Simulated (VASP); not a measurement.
# TePb (Fm-3m) in VASP: settings compared

Aim: see how the results for TePb move with the level of theory and the settings. Levels: LDA, PBE, RPBE, revPBE+D4. Tasks: relaxation of cell and atoms, single point.

Everything below comes from runs of VASP 6.6.1. Logs are shortened: lines on timing, memory, paths and dates and some standing lists are left out, and cuts for length are marked.

## (1) The cell of the first run

Symmetry: Fm-3m, No. 225, cubic system. The conventional cell has a = 6.462 Å, b = 6.462 Å, c = 6.462 Å, α = 90.00°, β = 90.00°, γ = 90.00°. Within 4.3 Å of Pb (site symmetry m-3m) lie 6 Te at 3.23 Å. Within 4.3 Å of Te (site symmetry m-3m) lie 6 Pb at 3.23 Å.

## (2) Relaxation of cell and atoms, LDA, target pressure 30 GPa, at which the enthalpy is minimised

The input, INCAR:

```
  ALGO = Normal
  EDIFF = 1E-6
  EDIFFG = -0.01
  ENCUT = 600
  GGA = CA
  IBRION = 2
  ISIF = 3
  ISMEAR = -1
  LASPH = True
  LCHARG = False
  LREAL = False
  LWAVE = False
  NELM = 80
  NSW = 80
  PREC = Accurate
  PSTRESS = 300.0
  SIGMA = 0.05
```

The input, KPOINTS:

```
k-points
0
Gamma
  7 7 7
```

The input, POSCAR:

```
TePb
1.0
    0.0000000000      3.2310000000      3.2310000000
    3.2310000000      0.0000000000      3.2310000000
    3.2310000000      3.2310000000      0.0000000000
Pb Te
1 1
Direct
    0.0000000000      0.0000000000      0.0000000000
    0.5000000000      0.5000000000      0.5000000000
```

Potentials or basis: VASP PAW LDA potentials, release 64 (Pb_d, Te).

Command:

```
cat potpaw_LDA.64/Pb_d/POTCAR potpaw_LDA.64/Te/POTCAR > POTCAR
mpirun -np 1 vasp_std > vasp.out
```

OUTCAR:

```text
EDIFF = 1E-6
   EDIFFG = -0.01
   ENCUT = 600
   GGA = CA
   IBRION = 2
   ISIF = 3
   ISMEAR = -1
   LASPH = True
   LREAL = False
   NELM = 80
   NSW = 80
   PREC = Accurate
   PSTRESS = 300.0

 ion  position               nearest neighbor table
   1  0.000  0.000  0.000-   2 3.23   2 3.23   2 3.23   2 3.23   2 3.23   2 3.23
   2  0.500  0.500  0.500-   1 3.23   1 3.23   1 3.23   1 3.23   1 3.23   1 3.23

  LATTYP: Found a face centered cubic cell.
 ALAT       =     6.4620000000

  Lattice vectors:

 A1 = (   0.0000000000,   3.2310000000,   3.2310000000)
 A2 = (   3.2310000000,   0.0000000000,   3.2310000000)
 A3 = (   3.2310000000,   3.2310000000,   0.0000000000)

Analysis of symmetry for initial positions (statically):
=====================================================================
 Subroutine PRICEL returns:
 Original cell was already a primitive cell.

 Routine SETGRP: Setting up the symmetry group for a
 face centered cubic supercell.

 Subroutine GETGRP returns: Found 48 space group operations
[... 9 lines left out ...]

 Routine SETGRP: Setting up the symmetry group for a
 face centered cubic supercell.

 Subroutine GETGRP returns: Found 48 space group operations
[... 11 lines left out ...]
                                     Primitive cell

  volume of cell :      67.4592

  direct lattice vectors                    reciprocal lattice vectors
     0.000000000  3.231000000  3.231000000    -0.154750851  0.154750851  0.154750851
     3.231000000  0.000000000  3.231000000     0.154750851 -0.154750851  0.154750851
     3.231000000  3.231000000  0.000000000     0.154750851  0.154750851 -0.154750851

  length of vectors
     4.569324020  4.569324020  4.569324020     0.268036337  0.268036337  0.268036337

  position of ions in fractional coordinates (direct lattice)
     0.000000000  0.000000000  0.000000000
     0.500000000  0.500000000  0.500000000

  ion indices of the primitive-cell ions
   primitive index   ion index
                 1           1
                 2           2

----------------------------------------------------------------------------------------

 KPOINTS: k-points

Automatic generation of k-mesh.
 Grid dimensions read from file:
 generate k-points for:    7    7    7

 Generating k-lattice:

  Cartesian coordinates                     Fractional coordinates (reciprocal lattice)
    -0.022107264  0.022107264  0.022107264     0.142857143  0.000000000  0.000000000
     0.022107264 -0.022107264  0.022107264     0.000000000  0.142857143  0.000000000
     0.022107264  0.022107264 -0.022107264     0.000000000  0.000000000  0.142857143

  Length of vectors
     0.038290905  0.038290905  0.038290905

  Shift w.r.t. Gamma in fractional coordinates (k-lattice)
     0.000000000  0.000000000  0.000000000

 Subroutine IBZKPT returns following result:
 ===========================================

 Found     20 irreducible k-points:

 Following reciprocal coordinates:
            Coordinates               Weight
  0.000000  0.000000  0.000000      1.000000
  0.142857  0.000000  0.000000      8.000000
  0.285714  0.000000  0.000000      8.000000
  0.428571  0.000000  0.000000      8.000000
  0.142857  0.142857  0.000000      6.000000
  0.285714  0.142857  0.000000     24.000000
[... 12 lines left out ...]
 -0.428571  0.428571  0.142857     24.000000
 -0.285714  0.428571  0.142857     24.000000
   k-points           NKPTS =     20   k-points in BZ     NKDIM =     20   number of bands    NBANDS=     14
   number of dos      NEDOS =    301   number of ions     NIONS =      2
   total plane-waves  NPLWV =  64000
   dimension x,y,z NGX =    40 NGY =   40 NGZ =   40
   dimension x,y,z NGXF=    80 NGYF=   80 NGZF=   80
   ions per type =               1   1
   NGX,Y,Z   is equivalent  to a cutoff of  14.55, 14.55, 14.55 a.u.
   NGXF,Y,Z  is equivalent  to a cutoff of  29.11, 29.11, 29.11 a.u.
 SYSTEM =  unknown system
   PREC   = accura    normal or accurate (medium, high low for compatibility)
   ISTART =      0    job   : 0-new  1-cont  2-samecut
   ICHARG =      2    charge: 1-file 2-atom 10-const
   ISPIN  =      1    spin polarized calculation?
   LNONCOLLINEAR =      F non collinear calculations
   LSORBIT =      F    spin-orbit coupling
   LASPH  =      T    aspherical Exc in radial PAW
   ENCUT  =  600.0 eV  44.10 Ry    6.64 a.u.   9.13  9.13  9.13*2*pi/ulx,y,z
   NELM   =     80;   NELMIN=  2; NELMDL= -5     # of ELM steps
   EDIFF  = 0.1E-05   stopping-criterion for ELM
   LREAL  =      F    real-space projection
   EDIFFG = -.1E-01   stopping-criterion for IOM
   NSW    =     80    number of steps for IOM
   IBRION =      2    ionic relax: 0-MD 1-quasi-New 2-CG
   NFREE  =      1    steps in history (QN), initial steepest desc. (CG)
   ISIF   =      3    stress and relaxation
   ISYM   =      2    0-nonsym 1-usesym 2-fastsym
   POTIM  = 0.5000    time-step for ionic-motion
   TEBEG  =    0.0;   TEEND  =   0.0 temperature during run
   PSTRESS=  300.0 pullay stress
   NELECT =      20.0000    total number of electrons
   NUPDOWN=      -1.0000    fix difference up-down
   EMIN   =  10.00;   EMAX   =-10.00  energy-range for DOS
   EFERMI =   0.00;   METHOD = LEGACY
   ISMEAR =    -1;   SIGMA  =   0.05  broadening in eV -4-tet -1-fermi 0-gaus
   EFERMI_NEDOS =   21; number of points for ismear=-14 and -15
   IALGO  =     38    algorithm
   IMIX   =      4    mixing-type and parameters
     AMIX     =   0.40;   BMIX     =  1.00
     AMIX_MAG =   1.60;   BMIX_MAG =  1.00
  volume/ion in A,a.u.               =      33.73       227.62
  Fermi-wavevector in a.u.,A,eV,Ry     =   1.091619  2.062861 16.213147  1.191633
  Thomas-Fermi vector in A             =   2.227868
   LORBIT       =      0    0 simple, 1 ext, 2 COOP (PROOUT), +10 PAW based schemes
   GGA     = CA    functional components
   LHFCALC =     F    Hartree Fock is set to
   AEXX    =    0.0000 exact exchange contribution
   IVDW    =     0    specifies the selected vdW correction
   LEPSILON=     F    determine dielectric tensor
   LRPA    =     F    only Hartree local field effects (RPA)
 conjugate gradient relaxation of ions
 non-spin polarized calculation
  energy-cutoff  :      600.00
  volume of cell :       67.46
 maximum number of plane-waves:      2259
 NGX is ok and might be reduce to    40
   NGX = 19   NGY = 19   NGZ = 19

--------------------------------------- Ionic step        1  -------------------------------------------

 number of electron      19.9999998 magnetization

 Free energy of the ion-electron system (eV)
  ---------------------------------------------------
  ext. energy  EPLUGINS =         0.00000000
  ---------------------------------------------------
  free energy    TOTEN  =        -8.76440731 eV

  energy without entropy =       -8.76440212  energy(sigma->0) =       -8.76440472

 E-fermi :   5.7706     XC(G=0):  -9.5750

 val. band max:        5.2958350385   @ k =   0.4286   0.0000   0.0000
 cond. band min:       6.2291190784   @ k =   0.4286   0.0000   0.0000
 fundamental gap:      0.9332840399
 Fermi energy:         5.7705527604

 k-point     1 :       0.0000    0.0000    0.0000
  band No.  band energies     occupation
      1     -11.2532      2.00000
      2     -11.2532      2.00000
      3     -11.2393      2.00000
      4     -11.2393      2.00000
      5     -11.2393      2.00000
      6      -6.6421      2.00000
      7      -0.2608      2.00000
      8       4.0681      2.00000
      9       4.0681      2.00000
     10       4.0681      2.00000
     11       9.4026      0.00000
     12       9.4026      0.00000
     13       9.4026      0.00000
     14      11.1943      0.00000
[... 426 lines left out ...]
  FREE ENERGIE OF THE ION-ELECTRON SYSTEM (eV)
  ---------------------------------------------------
  free  energy   TOTEN  =        -8.1991153608 eV

  energy  without entropy=       -8.1990389829  energy(sigma->0) =       -8.19907717

  enthalpy is  TOTEN    =         1.5701003696 eV   P V=        9.7692157304

 E-fermi :   9.9400     XC(G=0): -10.9144

 val. band max:        9.6449535087   @ k =   0.4286   0.0000   0.0000
 cond. band min:      10.2707412870   @ k =   0.4286   0.0000   0.0000
 fundamental gap:      0.6257877783
 Fermi energy:         9.9399692697

 k-point     1 :       0.0000    0.0000    0.0000
  band No.  band energies     occupation
      1      -7.6902      2.00000
      2      -7.6902      2.00000
      3      -7.6449      2.00000
      4      -7.6449      2.00000
      5      -7.6449      2.00000
      6      -5.1420      2.00000
      7       5.0950      2.00000
      8       7.2129      2.00000
      9       7.2129      2.00000
     10       7.2129      2.00000
     11      14.0239      0.00000
     12      14.0239      0.00000
     13      14.0239      0.00000
     14      14.8622      0.00000
[... 307 lines left out ...]
 k-point    20 :      -0.2857    0.4286    0.1429
  band No.  band energies     occupation
      1      -7.8800      2.00000
      2      -7.7073      2.00000
      3      -7.6365      2.00000
      4      -7.6121      2.00000
      5      -7.5663      2.00000
      6      -1.8739      2.00000
      7       0.1807      2.00000
      8       3.4990      2.00000
      9       4.4757      2.00000
     10       8.5359      2.00000
     11      11.5050      0.00000
     12      14.1763      0.00000
     13      15.2160      0.00000
     14      16.5331      0.00000

[... ionic steps 4 to 16 ...]

--------------------------------------- Ionic step       17  -------------------------------------------

 number of electron      20.0000000 magnetization

------------------------ aborting loop because EDIFF is reached ----------------------------------------

  FORCE on cell =-STRESS in cart. coord.  units (eV):
  Direction    XX          YY          ZZ          XY          YZ          ZX
  --------------------------------------------------------------------------------------
  -------------------------------------------------------------------------------------
  Total        9.0248082      9.0248082      9.0248082      0.0000000      0.0000000     -0.0000000
  in kB      303.0666026    303.0666026    303.0666026      0.0000000      0.0000000     -0.0000000
  external PRESSURE =       3.0666026 kB  Pullay stress =     300.0000000 kB
[... 61 lines left out ...]
  enthalpy is  TOTEN    =         1.3888310604 eV   P V=        8.9481901008

--------------------------------------- Ionic step       19  -------------------------------------------

 number of electron      20.0000000 magnetization

 Free energy of the ion-electron system (eV)
  ---------------------------------------------------
  ext. energy  EPLUGINS =         0.00000000
  ---------------------------------------------------
  free energy    TOTEN  =        -7.56217268 eV

  energy without entropy =       -7.56192656  energy(sigma->0) =       -7.56204962

 E-fermi :  10.7829     XC(G=0): -11.1737

 val. band max:       10.5247978008   @ k =   0.4286   0.0000   0.0000
 cond. band min:      11.0603922431   @ k =   0.4286   0.0000   0.0000
 fundamental gap:      0.5355944423
 Fermi energy:        10.7829396261

 k-point     1 :       0.0000    0.0000    0.0000
  band No.  band energies     occupation
      1      -6.9815      2.00000
      2      -6.9815      2.00000
      3      -6.9291      2.00000
      4      -6.9291      2.00000
      5      -6.9291      2.00000
      6      -4.8350      2.00000
      7       6.2821      2.00000
      8       7.9029      2.00000
      9       7.9029      2.00000
     10       7.9029      2.00000
     11      14.9834      0.00000
     12      14.9834      0.00000
     13      14.9834      0.00000
     14      15.6631      0.00000
[... 350 lines left out ...]
  FREE ENERGIE OF THE ION-ELECTRON SYSTEM (eV)
  ---------------------------------------------------
  free  energy   TOTEN  =        -7.5621726822 eV

  energy  without entropy=       -7.5619265596  energy(sigma->0) =       -7.56204962

  enthalpy is  TOTEN    =         1.3888308226 eV   P V=        8.9510035049

 reached required accuracy - stopping structural energy minimisation
```

Run time: 2.4 min. Hardware: 1 thread of AMD EPYC 9R45 (Zen 5), shared host; peak memory 0.2 GiB.

Results:

```yaml
Free_energy: -7.5622 eV
Relaxed_volume: 23.90 Å³/atom
Relaxed_cell: a = 4.074 Å, b = 4.074 Å, c = 4.074 Å, α = 60.00°, β = 60.00°, γ = 60.00°
Space_group_after_relaxing_to_0.05_Å: Fm-3m (No. 225)
Energy_change_on_relaxing_the_enthalpy_is_what_falls: +601.1 meV/atom
Ionic_steps: 19
Pressure_after_relaxing: 30.0 GPa
```

Step by step:
```
step  energy change (eV)  largest force (eV/Å)  pressure (GPa)  volume (Å³)
   1              0.0000                0.0000           -1.65        67.46
   2             34.3134                0.0000          705.54        21.08
   3              0.5653                0.0000           17.60        52.17
   4              0.7811                0.0000           21.97        50.42
   5              1.2313                0.0000           30.50        47.65
   6              1.1656                0.0000           29.28        48.00
   7              1.1675                0.0000           29.32        47.99
   8              1.1732                0.0000           29.41        47.96
   9              1.1733                0.0000           29.43        47.96
  10              1.1735                0.0000           29.43        47.96
  11              1.1738                0.0000           29.43        47.96
  12              1.1745                0.0000           29.46        47.95
  13              1.1760                0.0000           29.48        47.95
  14              1.1789                0.0000           29.53        47.93
  15              1.1847                0.0000           29.63        47.90
  16              1.1963                0.0000           29.82        47.84
  17              1.2198                0.0000           30.31        47.71
  18              1.2050                0.0000           30.09        47.79
  19              1.2022                0.0000           29.99        47.80
```

Final structure:
```
CELL_PARAMETERS angstrom
0.00000 2.88056 2.88056
2.88056 0.00000 2.88056
2.88056 2.88056 0.00000
ATOMIC_POSITIONS crystal
Pb 0.00000 0.00000 0.00000
Te 0.50000 0.50000 0.50000
```

Caveat: this odd mesh misses L, where the gap lies, so gap, dielectric constants and Born charges aren't listed; the cell is relaxed towards a set pressure, so the enthalpy falls and the energy may rise; the volume moved by over 15 % at a fixed basis, so the end points are rough; spin-orbit coupling is left out, which moves the levels of the heavy elements.

## (3) Single point, PBE

The input, INCAR:

```
PREC = Accurate
ENCUT = 520
EDIFF = 1E-7
ISMEAR = -1
SIGMA = 0.03
LREAL = False
LASPH = True
NELM = 80
ALGO = Normal
ISIF = 2
LWAVE = False
LCHARG = False
GGA = PE
NBANDS = 17
```

The input, KPOINTS:

```
regular mesh
0
Gamma
  4 4 4
```

POSCAR is that of step 2.

Potentials or basis: VASP PAW PBE potentials, release 64 (Pb_d, Te).

Command:

```
cat potpaw_PBE.64/Pb_d/POTCAR potpaw_PBE.64/Te/POTCAR > POTCAR
mpirun -np 1 vasp_std > vasp.out
```

Run time: 16 s. Hardware: 1 thread of Intel Xeon Platinum 8259CL at 2.50GHz (Skylake/Cascade Lake), shared host; peak memory 0.2 GiB.

It converged, with:

```
Free energy            : -7.4938 eV
Pressure               : 2.1 GPa
Band gap on the k mesh : 0.73 eV, direct
```

Levels at points of the mesh, in eV from the valence-band top:
```
           k point  band 8  band 9  band 10  band 11  band 12  band 13
(0.00, 0.00, 0.00)   -1.35   -1.35    -1.35     4.08     4.08     4.08
(0.50, 0.00, 0.00)   -0.89   -0.89     0.00     0.73     1.27     1.27
(0.50, 0.50, 0.00)   -4.50   -2.80    -2.80     3.29     5.48     5.48
```

Caveat: the k points lie up to 0.42 Å⁻¹ apart; spin-orbit coupling is left out, which moves the levels of the heavy elements.

## (4) Single point, RPBE

The input, INCAR:

```
SYSTEM = TePb
  PREC = Accurate
  ENCUT = 520
  EDIFF = 1E-6
  ISMEAR = 0
  SIGMA = 0.1
  LREAL = .FALSE.
  LASPH = .TRUE.
  NELM = 60
  ALGO = Normal
  ISIF = 2
  LWAVE = .FALSE.
  LCHARG = .FALSE.
  GGA = RP
  NBANDS = 17
```

The input, KPOINTS:

```
regular mesh
0
G
  7 7 7
  0 0 0
```

POSCAR is that of step 3.

Command:

```
cat potpaw_PBE.64/Pb_d/POTCAR potpaw_PBE.64/Te/POTCAR > POTCAR
mpirun -np 1 vasp_std > vasp.out
```

Wall time 25 s (1 thread of Intel Xeon Platinum 8259CL at 2.50GHz (Skylake/Cascade Lake), shared host); peak memory 0.2 GiB.

It converged, with:

```
Free energy : -6.7781 eV
Pressure    : 3.6 GPa
```

Levels at points of the mesh, in eV from the Fermi level:
```
           k point  band 7  band 8  band 9  band 10  band 11  band 12  band 13  band 14
(0.00, 0.00, 0.00)   -5.97   -1.77   -1.77    -1.77     3.70     3.70     3.70     5.40
```

Caveat: this odd mesh misses L, where the gap lies, so gap, dielectric constants and Born charges aren't listed; the PAW data sets were made with another functional, which shifts forces and pressure a little; spin-orbit coupling is left out, which moves the levels of the heavy elements.

## (5) Single point, revPBE+D4

This run uses another cell than the first one, of 33.93 Å³/atom, 1.006 times its volume.

The input, INCAR:

```
ALGO     = Normal         # electronic algorithm
EDIFF    = 1E-7           # SCF threshold, eV
ENCUT    = 520            # plane-wave cutoff, eV
GGA      = RE             # functional
ISIF     = 2              # what is computed and relaxed
ISMEAR   = -1             # smearing method
IVDW     = 13             # dispersion correction
LASPH    = True           # aspherical terms in the spheres
LCHARG   = True           # write CHGCAR
LELF     = True           # ELF
LREAL    = False          # projectors in reciprocal space
LVHAR    = True         
LWAVE    = False          # write WAVECAR
NBANDS   = 17             # bands
NELM     = 100            # most SCF steps
PREC     = Accurate       # precision mode
SIGMA    = 0.05           # smearing width, eV
```

The input, KPOINTS:

```
k-points
0
Gamma
  7 7 7
```

The input, POSCAR:

```
TePb
1.0
    0.0000000000      3.2373208563      3.2373208563
    3.2373208563      0.0000000000      3.2373208563
    3.2373208563      3.2373208563      0.0000000000
Pb Te
1 1
Direct
    0.0000000000      0.0000000000      0.0000000000
    0.5000000000      0.5000000000      0.5000000000
```

Command:

```
cat potpaw_PBE.64/Pb_d/POTCAR potpaw_PBE.64/Te/POTCAR > POTCAR
mpirun -np 1 vasp_std > vasp.out
```

Run time: 40 s. Hardware: 1 thread of Intel Xeon Platinum 8259CL at 2.50GHz (Skylake/Cascade Lake), shared host; peak memory 0.21 GiB.

Results (log left out):

- Free energy: -8.1856 eV
- Pressure: -0.1 GPa
- Dispersion energy per atom: -0.650 eV

Levels at points of the mesh, in eV from the Fermi level:
```csv
k point,band 8,band 9,band 10,band 11,band 12,band 13
"(0.00, 0.00, 0.00)",-1.77,-1.77,-1.77,3.66,3.66,3.66
```

Caveat: this odd mesh misses L, where the gap lies, so gap, dielectric constants and Born charges aren't listed; the PAW data sets were made with another functional, which shifts forces and pressure a little; spin-orbit coupling is left out, which moves the levels of the heavy elements.

## (6) Summary

```tsv
task	level	potentials or basis	cell	k mesh	cutoff (eV)	smearing	pressure (GPa)
relaxation of cell and atoms	LDA	VASP PAW LDA potentials, release 64 (Pb_d, Te)	relaxed to 30 GPa from a = 4.569 Å, angles 60.0°, 2 atoms	7 × 7 × 7	600	fermi-dirac 0.05 eV	30.0
single point	PBE	VASP PAW PBE potentials, release 64 (Pb_d, Te)	a = 4.569 Å, angles 60.0°, 2 atoms	4 × 4 × 4	520	fermi-dirac 0.03 eV	2.1
single point	RPBE	VASP PAW PBE potentials, release 64 (Pb_d, Te)	a = 4.569 Å, angles 60.0°, 2 atoms	7 × 7 × 7	520	gaussian 0.1 eV	3.6
single point	revPBE+D4	VASP PAW PBE potentials, release 64 (Pb_d, Te)	a = 4.578 Å, angles 60.0°, 2 atoms	7 × 7 × 7	520	fermi-dirac 0.05 eV	-0.1
```

Alike in all rows: no spin polarisation.

Caveats: some runs use coarse meshes; spin-orbit coupling is left out, which moves the levels of the heavy elements; the PAW data sets were made with another functional, which shifts forces and pressure a little (some runs); the cell is relaxed towards a set pressure, so the enthalpy falls and the energy may rise (some runs); the volume moved by over 15 % at a fixed basis, so the end points are rough (some runs).

Absolute energies hang on the potentials; compare differences alone.
